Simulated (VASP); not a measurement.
# BeAs3 (P6_3/mmc) in VASP: single point with PBE

Aim: the single point of BeAs3 with PBE.

All numbers are computed with VASP 6.6.1; they aren't measurements. Logs are shortened: lines on timing, memory, paths and dates and some standing lists are left out, and cuts for length are marked.

### Step 1. The cell of the first run

It takes space group P6_3/mmc (No. 194, hexagonal). The conventional cell has a = 8.269 Å, b = 8.269 Å, c = 3.576 Å, α = 90.00°, β = 90.00°, γ = 120.00°. Be (site symmetry -6m2) has 6 As at 2.31 Å within 3.0 Å. Within 3.0 Å of As (site symmetry mm2) lie 2 Be at 2.31 Å and 2 As at 2.52 Å.

### Step 2. Single point, PBE

INCAR

```
PREC = Accurate ; ENCUT = 510
EDIFF = 1E-6 ; ISMEAR = 0
SIGMA = 0.1 ; LREAL = False
LASPH = True ; NELM = 120
ALGO = Normal ; ISIF = 2
LWAVE = False ; LCHARG = False
GGA = PE ; NBANDS = 57
GGA_COMPAT = False
```

KPOINTS

```
regular mesh
0
Gamma
  3 3 4
```

POSCAR

```
BeAs3
1.0
    8.2690492448      0.0000000000      0.0000000000
   -4.1345246224      7.1612067112      0.0000000000
    0.0000000000      0.0000000000      3.5757374644
Be As
2 6
Direct
    0.3333333333      0.6666666667      0.2500000000
    0.6666666667      0.3333333333      0.7500000000
    0.7683402570      0.5366805139      0.2500000000
    0.2316597430      0.7683402570      0.7500000000
    0.4633194861      0.2316597430      0.2500000000
    0.2316597430      0.4633194861      0.7500000000
    0.7683402570      0.2316597430      0.2500000000
    0.5366805139      0.7683402570      0.7500000000
```

Potentials or basis: VASP PAW PBE potentials, release 64 (Be, As_d).

The run is started by

```
$ cat potpaw_PBE.64/Be/POTCAR potpaw_PBE.64/As_d/POTCAR > POTCAR
$ mpirun -np 1 vasp_std > vasp.out
```

OUTCAR:

```text
PREC = Accurate
   ENCUT = 510
   EDIFF = 1E-6
   ISMEAR = 0
   LREAL = False
   LASPH = True
   NELM = 120
   ISIF = 2
   GGA = PE

 ion  position               nearest neighbor table
   1  0.333  0.667  0.250-   4 2.31   4 2.31   8 2.31   8 2.31   6 2.31   6 2.31
   2  0.667  0.333  0.750-   7 2.31   7 2.31   5 2.31   5 2.31   3 2.31   3 2.31
   3  0.768  0.537  0.250-   2 2.31   2 2.31   7 2.52   5 2.52
   4  0.232  0.768  0.750-   1 2.31   1 2.31   8 2.52   6 2.52
   5  0.463  0.232  0.250-   2 2.31   2 2.31   7 2.52   3 2.52
   6  0.232  0.463  0.750-   1 2.31   1 2.31   8 2.52   4 2.52
   7  0.768  0.232  0.250-   2 2.31   2 2.31   5 2.52   3 2.52
   8  0.537  0.768  0.750-   1 2.31   1 2.31   4 2.52   6 2.52

  LATTYP: Found a hexagonal cell.
 ALAT       =     8.2690492448
 C/A-ratio  =     0.4324242556

  Lattice vectors:

 A1 = (   8.2690492448,   0.0000000000,   0.0000000000)
 A2 = (  -4.1345246224,   7.1612067112,   0.0000000000)
 A3 = (   0.0000000000,   0.0000000000,   3.5757374644)

Analysis of symmetry for initial positions (statically):
=====================================================================
 Subroutine PRICEL returns:
 Original cell was already a primitive cell.

 Routine SETGRP: Setting up the symmetry group for a
 hexagonal supercell.

 Subroutine GETGRP returns: Found 24 space group operations
 (whereof 12 operations were pure point group operations)
 out of a pool of 24 trial point group operations.

The static configuration has the point symmetry D_3d.
 The point group associated with its full space group is D_6h.

Analysis of symmetry for dynamics (positions and initial velocities):
=====================================================================
 Subroutine PRICEL returns:
 Original cell was already a primitive cell.

 Routine SETGRP: Setting up the symmetry group for a
 hexagonal supercell.

 Subroutine GETGRP returns: Found 24 space group operations
 (whereof 12 operations were pure point group operations)
 out of a pool of 24 trial point group operations.

The dynamic configuration has the point symmetry D_3d.
 The point group associated with its full space group is D_6h.

 Subroutine INISYM returns: Found 24 space group operations
 (whereof 12 operations are pure point group operations),
 and found     1 'primitive' translations

----------------------------------------------------------------------------------------

                                     Primitive cell

  volume of cell :     211.7422

  direct lattice vectors                    reciprocal lattice vectors
     8.269049245  0.000000000  0.000000000     0.120932887  0.069820635  0.000000000
    -4.134524622  7.161206711  0.000000000     0.000000000  0.139641270  0.000000000
     0.000000000  0.000000000  3.575737464     0.000000000  0.000000000  0.279662590

  length of vectors
     8.269049245  8.269049245  3.575737464     0.139641270  0.139641270  0.279662590

  position of ions in fractional coordinates (direct lattice)
     0.333333333  0.666666667  0.250000000
     0.666666667  0.333333333  0.750000000
     0.768340257  0.536680514  0.250000000
     0.231659743  0.768340257  0.750000000
     0.463319486  0.231659743  0.250000000
     0.231659743  0.463319486  0.750000000
     0.768340257  0.231659743  0.250000000
     0.536680514  0.768340257  0.750000000

  ion indices of the primitive-cell ions
   primitive index   ion index
                 1           1
                 2           2
                 3           3
                 4           4
                 5           5
                 6           6
                 7           7
                 8           8

----------------------------------------------------------------------------------------

 KPOINTS: regular mesh

Automatic generation of k-mesh.
 Grid dimensions read from file:
 generate k-points for:    3    3    4

 Generating k-lattice:

  Cartesian coordinates                     Fractional coordinates (reciprocal lattice)
     0.040310962  0.023273545  0.000000000     0.333333333 -0.000000000  0.000000000
     0.000000000  0.046547090  0.000000000     0.000000000  0.333333333  0.000000000
     0.000000000  0.000000000  0.069915647     0.000000000  0.000000000  0.250000000

  Length of vectors
     0.046547090  0.046547090  0.069915647

  Shift w.r.t. Gamma in fractional coordinates (k-lattice)
     0.000000000  0.000000000  0.000000000

 Subroutine IBZKPT returns following result:
 ===========================================

 Found      9 irreducible k-points:

 Following reciprocal coordinates:
            Coordinates               Weight
  0.000000  0.000000  0.000000      1.000000
  0.333333  0.000000  0.000000      6.000000
  0.333333  0.333333  0.000000      2.000000
  0.000000  0.000000  0.250000      2.000000
  0.333333  0.000000  0.250000     12.000000
  0.333333  0.333333  0.250000      4.000000
  0.000000  0.000000  0.500000      1.000000
  0.333333  0.000000  0.500000      6.000000
  0.333333  0.333333  0.500000      2.000000
   k-points           NKPTS =      9   k-points in BZ     NKDIM =      9   number of bands    NBANDS=     57
   number of dos      NEDOS =    301   number of ions     NIONS =      8
   total plane-waves  NPLWV = 114688
   dimension x,y,z NGX =    64 NGY =   64 NGZ =   28
   dimension x,y,z NGXF=   128 NGYF=  128 NGZF=   56
   ions per type =               2   6
   NGX,Y,Z   is equivalent  to a cutoff of  12.87, 12.87, 13.02 a.u.
   NGXF,Y,Z  is equivalent  to a cutoff of  25.73, 25.73, 26.04 a.u.
 SYSTEM =  unknown system
   PREC   = accura    normal or accurate (medium, high low for compatibility)
   ISTART =      0    job   : 0-new  1-cont  2-samecut
   ICHARG =      2    charge: 1-file 2-atom 10-const
   ISPIN  =      1    spin polarized calculation?
   LNONCOLLINEAR =      F non collinear calculations
   LSORBIT =      F    spin-orbit coupling
   LASPH  =      T    aspherical Exc in radial PAW
   ENCUT  =  510.0 eV  37.48 Ry    6.12 a.u.  15.23 15.23  6.58*2*pi/ulx,y,z
   NELM   =    120;   NELMIN=  2; NELMDL= -5     # of ELM steps
   EDIFF  = 0.1E-05   stopping-criterion for ELM
   LREAL  =      F    real-space projection
   EDIFFG = 0.1E-04   stopping-criterion for IOM
   NSW    =      0    number of steps for IOM
   IBRION =     -1    ionic relax: 0-MD 1-quasi-New 2-CG
   NFREE  =      0    steps in history (QN), initial steepest desc. (CG)
   ISIF   =      2    stress and relaxation
   ISYM   =      2    0-nonsym 1-usesym 2-fastsym
   POTIM  = 0.5000    time-step for ionic-motion
   TEBEG  =    0.0;   TEEND  =   0.0 temperature during run
   PSTRESS=    0.0 pullay stress
   NELECT =      94.0000    total number of electrons
   NUPDOWN=      -1.0000    fix difference up-down
   EMIN   =  10.00;   EMAX   =-10.00  energy-range for DOS
   EFERMI =   0.00;   METHOD = LEGACY
   ISMEAR =     0;   SIGMA  =   0.10  broadening in eV -4-tet -1-fermi 0-gaus
   EFERMI_NEDOS =   21; number of points for ismear=-14 and -15
   IALGO  =     38    algorithm
   IMIX   =      4    mixing-type and parameters
     AMIX     =   0.40;   BMIX     =  1.00
     AMIX_MAG =   1.60;   BMIX_MAG =  1.00
  volume/ion in A,a.u.               =      26.47       178.61
  Fermi-wavevector in a.u.,A,eV,Ry     =   1.248864  2.360010 21.220464  1.559660
  Thomas-Fermi vector in A             =   2.382931
   LORBIT       =      0    0 simple, 1 ext, 2 COOP (PROOUT), +10 PAW based schemes
   GGA     = PE    functional components
   LHFCALC =     F    Hartree Fock is set to
   AEXX    =    0.0000 exact exchange contribution
   IVDW    =     0    specifies the selected vdW correction
   LEPSILON=     F    determine dielectric tensor
   LRPA    =     F    only Hartree local field effects (RPA)
 non-spin polarized calculation
 Gauss-broadening in eV      SIGMA  =   0.10
  energy-cutoff  :      510.00
  volume of cell :      211.74
 maximum number of plane-waves:      5570
 NGX is ok and might be reduce to    64
   NGX = 31   NGY = 31   NGZ = 13

 number of electron      94.0000019 magnetization

 Free energy of the ion-electron system (eV)
  ---------------------------------------------------
  ext. energy  EPLUGINS =         0.00000000
  ---------------------------------------------------
  free energy    TOTEN  =       -34.53460284 eV

  energy without entropy =      -34.53460284  energy(sigma->0) =      -34.53460284

 E-fermi :   0.9154     XC(G=0):  -8.4021

 val. band max:        0.3485959887   @ k =   0.3333   0.3333   0.2500
 cond. band min:       1.5098784827   @ k =   0.0000   0.0000   0.0000
 fundamental gap:      1.1612824940
 Fermi energy:         0.9154079785

 k-point     1 :       0.0000    0.0000    0.0000
  band No.  band energies     occupation
      1     -34.6259      2.00000
      2     -34.6249      2.00000
      3     -34.6086      2.00000
      4     -34.6086      2.00000
      5     -34.6078      2.00000
      6     -34.6078      2.00000
[... 49 lines left out ...]
     56       4.9261      0.00000
     57       5.3514      0.00000

 k-point     2 :       0.3333    0.0000    0.0000
  band No.  band energies     occupation
      1     -34.6257      2.00000
      2     -34.6251      2.00000
      3     -34.6087      2.00000
      4     -34.6085      2.00000
      5     -34.6078      2.00000
      6     -34.6077      2.00000
[... 49 lines left out ...]
     56       4.4419      0.00000
     57       5.7257      0.00000

 k-point     3 :       0.3333    0.3333    0.0000
  band No.  band energies     occupation
      1     -34.6254      2.00000
      2     -34.6254      2.00000
      3     -34.6089      2.00000
      4     -34.6082      2.00000
      5     -34.6082      2.00000
      6     -34.6075      2.00000
[... 294 lines left out ...]
      1     -34.6251      2.00000
      2     -34.6251      2.00000
      3     -34.6079      2.00000
      4     -34.6079      2.00000
      5     -34.6079      2.00000
      6     -34.6079      2.00000
[... 49 lines left out ...]
     56       5.7817      0.00000
     57       6.5646      0.00000

 k-point     9 :       0.3333    0.3333    0.5000
  band No.  band energies     occupation
      1     -34.6251      2.00000
      2     -34.6251      2.00000
      3     -34.6079      2.00000
      4     -34.6079      2.00000
      5     -34.6079      2.00000
      6     -34.6079      2.00000
[... 49 lines left out ...]
     56       6.1585      0.00000
     57       6.3043      0.00000

------------------------ aborting loop because EDIFF is reached ----------------------------------------

  FORCE on cell =-STRESS in cart. coord.  units (eV):
  Direction    XX          YY          ZZ          XY          YZ          ZX
  --------------------------------------------------------------------------------------
  -------------------------------------------------------------------------------------
  Total        0.5178656      0.5178656      0.0920970     -0.0000000     -0.0000000      0.0000000
  in kB        3.9185033      3.9185033      0.6968651     -0.0000000     -0.0000000      0.0000000
  external PRESSURE =       2.8446239 kB  Pullay stress =       0.0000000 kB

 VOLUME and BASIS-vectors are now :
 -----------------------------------------------------------------------------
  energy-cutoff  :      510.00
  volume of cell :      211.74
      direct lattice vectors                 reciprocal lattice vectors
     8.269049245  0.000000000  0.000000000     0.120932887  0.069820635  0.000000000
    -4.134524622  7.161206711  0.000000000     0.000000000  0.139641270  0.000000000
     0.000000000  0.000000000  3.575737464     0.000000000  0.000000000  0.279662590

 POSITION                                       TOTAL-FORCE (eV/Angst)
 -----------------------------------------------------------------------------------
     -0.00000      4.77414      0.89393        -0.000000     -0.000000      0.000000
      4.13452      2.38707      2.68180        -0.000000      0.000000      0.000000
      4.13452      3.84328      0.89393        -0.000000      0.014899     -0.000000
     -1.26112      5.50224      2.68180        -0.012903      0.007450     -0.000000
      2.87341      1.65896      0.89393        -0.012903     -0.007450      0.000000
     -0.00000      3.31793      2.68180        -0.000000     -0.014899      0.000000
      5.39564      1.65896      0.89393         0.012903     -0.007450     -0.000000
      1.26112      5.50224      2.68180         0.012903      0.007450     -0.000000
 -----------------------------------------------------------------------------------
    total drift:                               -0.000000      0.000000      0.000000

  FREE ENERGIE OF THE ION-ELECTRON SYSTEM (eV)
  ---------------------------------------------------
  free  energy   TOTEN  =       -34.5346028423 eV

  energy  without entropy=      -34.5346028423  energy(sigma->0) =      -34.53460284
```

It took 1.7 min on 1 thread of Intel Xeon Platinum 8488C (Sapphire Rapids), shared host; peak memory 0.35 GiB.

Results:

| Item | Value |
| --- | --- |
| Free energy | -34.5346 eV |
| Pressure | 0.3 GPa |
| Largest force | 0.015 eV/Å |
| Band gap on the k mesh | zero (bands 47 and 48 overlap by 3.60 eV) |

Forces in eV/Å, atoms in the order of the input:
```
Be   0.000  0.000  0.000
Be   0.000  0.000  0.000
As   0.000  0.015  0.000
As  -0.013  0.007  0.000
As  -0.013 -0.007  0.000
As   0.000 -0.015  0.000
As   0.013 -0.007  0.000
As   0.013  0.007  0.000
```

Stress tensor (GPa, compression positive):
```
0.39 0.00 0.00
0.00 0.39 0.00
0.00 0.00 0.07
```

Levels at points of the mesh, in eV from the Fermi level:
```tsv
k point	band 45	band 46	band 47	band 48	band 49	band 50	band 51	band 52
(0.00, 0.00, 0.00)	0.59	1.54	1.54	1.85	1.85	1.97	1.97	2.85
(0.00, 0.00, 0.50)	-1.25	-1.25	-1.25	-1.25	2.63	2.63	2.97	2.97
```

Caveat: the k points lie up to 0.44 Å⁻¹ apart, too coarse for converged energies and pressures of a metal; this functional lacks dispersion, which binds layers or chains, so the pressure and a relaxed spacing across them are unreliable.

The gap in the log of VASP goes by the Fermi energy; the results here count the filled bands.